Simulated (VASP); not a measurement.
# Fe (Im-3m) in VASP: further runs

Runs on Fe. Level: PBE. Tasks: single point.

Program: VASP 6.6.1. These are calculated values, not measurements. Logs are shortened: lines on timing, memory, paths and dates and some standing lists are left out, and cuts for length are marked.

**1. The cell of the first run**

Symmetry: Im-3m, No. 229, cubic system. Conventional cell: a = 2.886 Å, b = 2.886 Å, c = 2.886 Å, α = 90.00°, β = 90.00°, γ = 90.00°. Within 3.3 Å of Fe (site symmetry m-3m) lie 14 Fe at 2.50 to 2.89 Å.

**2. Single point, PBE, collinear spin, ferromagnetic start**

Input file INCAR:

```
  PREC = Accurate
  ENCUT = 520
  EDIFF = 1E-7
  ISMEAR = 0
  SIGMA = 0.016
  LREAL = F
  LASPH = T
  NELM = 150
  ALGO = Normal
  ISIF = 2
  LWAVE = F
  LCHARG = T
  ISPIN = 2
  MAGMOM = 3
  LORBIT = 11
  LMAXMIX = 4
  GGA = PE
  LELF = T
  LVHAR = T
  NBANDS = 14
```

Input file KPOINTS:

```
Automatic mesh
0
Gamma
  13 13 13
```

Input file POSCAR:

```
Fe
1.0
   -1.4430000000      1.4430000000      1.4430000000
    1.4430000000     -1.4430000000      1.4430000000
    1.4430000000      1.4430000000     -1.4430000000
Fe
1
Direct
    0.0000000000      0.0000000000      0.0000000000
```

Potentials or basis: VASP PAW PBE potentials, release 64 (Fe).

The run is started by

```sh
$ cat potpaw_PBE.64/Fe/POTCAR > POTCAR
$ mpirun -np 1 vasp_std > vasp.out
```

OUTCAR:

```text
PREC = Accurate
   ENCUT = 520
   EDIFF = 1E-7
   ISMEAR = 0
   LREAL = F
   LASPH = T
   NELM = 150
   ISIF = 2
   ISPIN = 2
   LORBIT = 11
   GGA = PE

 ion  position               nearest neighbor table
   1  0.000  0.000  0.000-

  LATTYP: Found a body centered cubic cell.
 ALAT       =     2.8860000000

  Lattice vectors:

 A1 = (  -1.4430000000,   1.4430000000,   1.4430000000)
 A2 = (   1.4430000000,  -1.4430000000,   1.4430000000)
 A3 = (   1.4430000000,   1.4430000000,  -1.4430000000)

Analysis of symmetry for initial positions (statically):
=====================================================================
 Subroutine PRICEL returns:
 Original cell was already a primitive cell.

 Routine SETGRP: Setting up the symmetry group for a
 body centered cubic supercell.

 Subroutine GETGRP returns: Found 48 space group operations
 (whereof 48 operations were pure point group operations)
 out of a pool of 48 trial point group operations.

The static configuration has the point symmetry O_h .

Analysis of symmetry for dynamics (positions and initial velocities):
=====================================================================
 Subroutine PRICEL returns:
 Original cell was already a primitive cell.

 Routine SETGRP: Setting up the symmetry group for a
 body centered cubic supercell.

 Subroutine GETGRP returns: Found 48 space group operations
 (whereof 48 operations were pure point group operations)
 out of a pool of 48 trial point group operations.

The dynamic configuration has the point symmetry O_h .

Analysis of structural, dynamic, and magnetic symmetry:
=====================================================================
 Subroutine PRICEL returns:
 Original cell was already a primitive cell.

 Routine SETGRP: Setting up the symmetry group for a
 body centered cubic supercell.

 Subroutine GETGRP returns: Found 48 space group operations
 (whereof 48 operations were pure point group operations)
 out of a pool of 48 trial point group operations.

The overall configuration has the point symmetry O_h .

 Subroutine INISYM returns: Found 48 space group operations
 (whereof 48 operations are pure point group operations),
 and found     1 'primitive' translations

----------------------------------------------------------------------------------------

                                     Primitive cell

  volume of cell :      12.0187

  direct lattice vectors                    reciprocal lattice vectors
    -1.443000000  1.443000000  1.443000000     0.000000000  0.346500347  0.346500347
     1.443000000 -1.443000000  1.443000000     0.346500347  0.000000000  0.346500347
     1.443000000  1.443000000 -1.443000000     0.346500347  0.346500347  0.000000000

[... 116 lines left out ...]
 maximum number of plane-waves:       336
   NGX =  9   NGY =  9   NGZ =  9

 number of electron       7.9999995 magnetization       2.2808652

 Free energy of the ion-electron system (eV)
  ---------------------------------------------------
  ext. energy  EPLUGINS =         0.00000000
  ---------------------------------------------------
  free energy    TOTEN  =        -8.21618329 eV

  energy without entropy =       -8.21596310  energy(sigma->0) =       -8.21607319

 E-fermi :   5.2129     XC(G=0): -12.8000

 val. band max:        5.2114878109   @ k =  -0.4615  -0.4615   0.3077
 cond. band min:       5.2195557839   @ k =  -0.4615   0.4615   0.4615
 fundamental gap:      0.0080679730
 Fermi energy:         5.2128945305

 spin component 1

 k-point     1 :       0.0000    0.0000    0.0000
  band No.  band energies     occupation
      1      -2.8347      1.00000
      2       3.0355      1.00000
      3       3.0355      1.00000
      4       3.0355      1.00000
      5       4.1470      1.00000
      6       4.1470      1.00000
      7      29.7453      0.00000
      8      29.7453      0.00000
      9      29.7453      0.00000
     10      34.4776      0.00000
     11      34.4776      0.00000
     12      36.4549      0.00000
     13      36.4549      0.00000
     14      36.4549      0.00000
[... 379 lines left out ...]
      3       2.6577      1.00000
      4       4.1062      1.00000
      5       4.2419      1.00000
      6       5.2927      0.00000
      7      18.1222      0.00000
      8      22.1779      0.00000
      9      23.7808      0.00000
     10      31.3107      0.00000
     11      34.9990      0.00000
     12      37.2947      0.00000
     13      39.1239      0.00000
     14      42.3683      0.00000

 [... further k-points ...]

 spin component 2

 k-point     1 :       0.0000    0.0000    0.0000
  band No.  band energies     occupation
      1      -2.6941      1.00000
      2       5.0539      1.00000
      3       5.0540      1.00000
      4       5.0540      1.00000
      5       6.9701      0.00000
      6       6.9703      0.00000
      7      29.4430      0.00000
      8      29.4430      0.00000
      9      29.4430      0.00000
     10      34.6177      0.00000
     11      34.6177      0.00000
     12      37.1156      0.00000
     13      37.1156      0.00000
     14      37.1156      0.00000
[... 379 lines left out ...]
      3       4.3257      1.00000
      4       6.7859      0.00000
      5       7.0845      0.00000
      6       7.3608      0.00000
      7      18.8591      0.00000
      8      22.5372      0.00000
      9      24.4792      0.00000
     10      31.3041      0.00000
     11      35.5516      0.00000
     12      37.5183      0.00000
     13      39.4019      0.00000
     14      42.8437      0.00000

 [... further k-points ...]
[... 5 lines left out ...]
  --------------------------------------------------------------------------------------
  -------------------------------------------------------------------------------------
  Total       -0.6907041     -0.6907041     -0.6907041      0.0000000     -0.0000000     -0.0000000
  in kB      -92.0754049    -92.0754049    -92.0754049      0.0000000     -0.0000000     -0.0000000
  external PRESSURE =     -92.0754049 kB  Pullay stress =       0.0000000 kB

 VOLUME and BASIS-vectors are now :
 -----------------------------------------------------------------------------
  energy-cutoff  :      520.00
  volume of cell :       12.02
      direct lattice vectors                 reciprocal lattice vectors
    -1.443000000  1.443000000  1.443000000     0.000000000  0.346500347  0.346500347
     1.443000000 -1.443000000  1.443000000     0.346500347  0.000000000  0.346500347
     1.443000000  1.443000000 -1.443000000     0.346500347  0.346500347  0.000000000

 POSITION                                       TOTAL-FORCE (eV/Angst)
 -----------------------------------------------------------------------------------
      0.00000      0.00000      0.00000         0.000000      0.000000     -0.000000
 -----------------------------------------------------------------------------------
    total drift:                                0.000000     -0.000000      0.000000

  FREE ENERGIE OF THE ION-ELECTRON SYSTEM (eV)
  ---------------------------------------------------
  free  energy   TOTEN  =        -8.2161832859 eV

  energy  without entropy=       -8.2159630989  energy(sigma->0) =       -8.21607319

 total charge

# of ion       s       p       d       tot
------------------------------------------
    1        0.464   0.494   6.199   7.157

 magnetization (x)

# of ion       s       p       d       tot
------------------------------------------
    1       -0.014  -0.060   2.366   2.292
```

OSZICAR:

```text
N       E                     dE             d eps       ncg     rms          rms(c)
DAV:   1     0.216479352783E+02    0.21648E+02   -0.38267E+03  5140   0.678E+02
DAV:   2    -0.822439305157E+01   -0.29872E+02   -0.27285E+02  5136   0.126E+02
DAV:   3    -0.912380189513E+01   -0.89941E+00   -0.89460E+00  5698   0.232E+01
DAV:   4    -0.912687318475E+01   -0.30713E-02   -0.30711E-02  5430   0.121E+00
DAV:   5    -0.912688823770E+01   -0.15053E-04   -0.15053E-04  5786   0.894E-02    0.109E+01
DAV:   6    -0.832032432831E+01    0.80656E+00   -0.11078E+01  5832   0.377E+01    0.627E+00
DAV:   7    -0.822890252210E+01    0.91422E-01   -0.86312E-01  5796   0.100E+01    0.340E+00
DAV:   8    -0.822280907861E+01    0.60934E-02   -0.10353E-02  5596   0.584E-01    0.137E+00
DAV:   9    -0.821632014729E+01    0.64889E-02   -0.13078E-02  6178   0.622E-01    0.359E-01
DAV:  10    -0.821611191210E+01    0.20824E-03   -0.46429E-04  5802   0.271E-01    0.108E-01
DAV:  11    -0.821618560571E+01   -0.73694E-04   -0.26743E-04  6010   0.139E-01    0.527E-02
DAV:  12    -0.821618348186E+01    0.21238E-05   -0.12560E-05  5364   0.226E-02    0.213E-02
DAV:  13    -0.821618363110E+01   -0.14924E-06   -0.91642E-07  5736   0.924E-03    0.124E-02
DAV:  14    -0.821618309380E+01    0.53730E-06   -0.54351E-07  4416   0.545E-03    0.268E-03
DAV:  15    -0.821618326679E+01   -0.17299E-06   -0.14544E-08  2724   0.129E-03    0.498E-04
DAV:  16    -0.821618328591E+01   -0.19126E-07   -0.47883E-09  2556   0.698E-04
   1 F= -.82161833E+01 E0= -.82160732E+01  d E =-.220187E-03  mag=     2.2808
```

Run time: 60 s. Hardware: 1 thread of Intel Xeon 6975P-C, shared host; peak memory 0.15 GiB.

What came out:

```yaml
Free_energy: -8.2162 eV
Pressure: -9.2 GPa
Net_moment: 2.28 μB per cell
Site_moments: Fe +2.29 μB
Valence_electrons_inside_the_program's_atomic_spheres: Fe 7.16
```

**3. Single point, PBE, collinear spin, ferromagnetic start**

Input file INCAR:

```
SYSTEM = Fe
PREC = Accurate
ENCUT = 520
EDIFF = 1E-7
ISMEAR = 0
SIGMA = 0.017
LREAL = .FALSE.
LASPH = .TRUE.
NELM = 150
ALGO = Fast
ISIF = 2
LWAVE = .FALSE.
LCHARG = .FALSE.
ISPIN = 2
MAGMOM = 3
LORBIT = 11
LMAXMIX = 4
GGA = PE
NBANDS = 14
```

Input file KPOINTS:

```
Automatic mesh
0
G
  13 13 13
  0 0 0
```

POSCAR is that of step 2.

Potentials or basis: VASP PAW PBE potentials, release 64 (Fe).

The run is started by

```sh
$ cat potpaw_PBE.64/Fe/POTCAR > POTCAR
$ mpirun -np 1 vasp_std > vasp.out
```

Wall time 62 s (1 thread of Intel Xeon 6975P-C, shared host); peak memory 0.14 GiB.

Results (log left out):

```
Free energy                                           : -8.2162 eV
Pressure                                              : -9.2 GPa
Net moment                                            : 2.28 μB per cell
Site moments                                          : Fe +2.29 μB
Valence electrons inside the program's atomic spheres : Fe 7.16
```

Levels at points of the mesh, in eV from the Fermi level:
Spin up:
| k point | band 3 | band 4 | band 5 | band 6 | band 7 | band 8 |
| --- | --- | --- | --- | --- | --- | --- |
| (0.00, 0.00, 0.00) | -2.18 | -2.18 | -1.07 | -1.07 | 24.53 | 24.53 |
Spin down:
```tsv
k point	band 1	band 2	band 3	band 4	band 5	band 6	band 7	band 8
(0.00, 0.00, 0.00)	-7.91	-0.16	-0.16	-0.16	1.76	1.76	24.23	24.23
```

**4. Single point, PBE, collinear spin, ferromagnetic start**

Input file INCAR:

```
PREC = Accurate
ENCUT = 520
EDIFF = 1E-6
ISMEAR = 0
SIGMA = 0.018000000000000002
LREAL = F
LASPH = T
NELM = 150
ALGO = Normal
ISIF = 2
LWAVE = F
LCHARG = F
ISPIN = 2
MAGMOM = 3
LORBIT = 11
LMAXMIX = 4
GGA = PE
NBANDS = 14
```

Input file KPOINTS:

```
regular mesh
0
Gamma
  13 13 13
```

POSCAR is that of step 3.

The run is started by

```sh
$ cat potpaw_PBE.64/Fe/POTCAR > POTCAR
$ mpirun -np 1 vasp_std > vasp.out
```

Run time: 44 s. Hardware: 1 thread of Intel Xeon 6975P-C, shared host; peak memory 0.15 GiB.

Results (log left out):

- Free energy: -8.2162 eV
- Pressure: -9.5 GPa
- Net moment: 2.28 μB per cell
- Site moments: Fe +2.29 μB
- Valence electrons inside the program's atomic spheres: Fe 7.16

Levels at points of the mesh, in eV from the Fermi level:
Spin up:
```csv
k point,band 3,band 4,band 5,band 6,band 7,band 8
"(0.00, 0.00, 0.00)",-2.18,-2.18,-1.07,-1.07,24.53,24.53
```
Spin down:
```tsv
k point	band 1	band 2	band 3	band 4	band 5	band 6
(0.00, 0.00, 0.00)	-7.91	-0.16	-0.16	-0.16	1.76	1.76
```

**5. The runs side by side**

```tsv
smearing	gap on the mesh (eV)	pressure (GPa)	moment (μB)
gaussian 0.016 eV	none	-9.2	2.28
gaussian 0.017 eV	none	-9.2	2.28
gaussian 0.018 eV	none	-9.5	2.28
```

Alike in all rows: task single point; level PBE; potentials or basis VASP PAW PBE potentials, release 64 (Fe); spin collinear, ferromagnetic start; cell as given; k mesh 13 × 13 × 13; cutoff (eV) 520.

Every run on the cell as given and a fine mesh finds a metal.

Absolute energies hang on the potentials; compare differences alone.
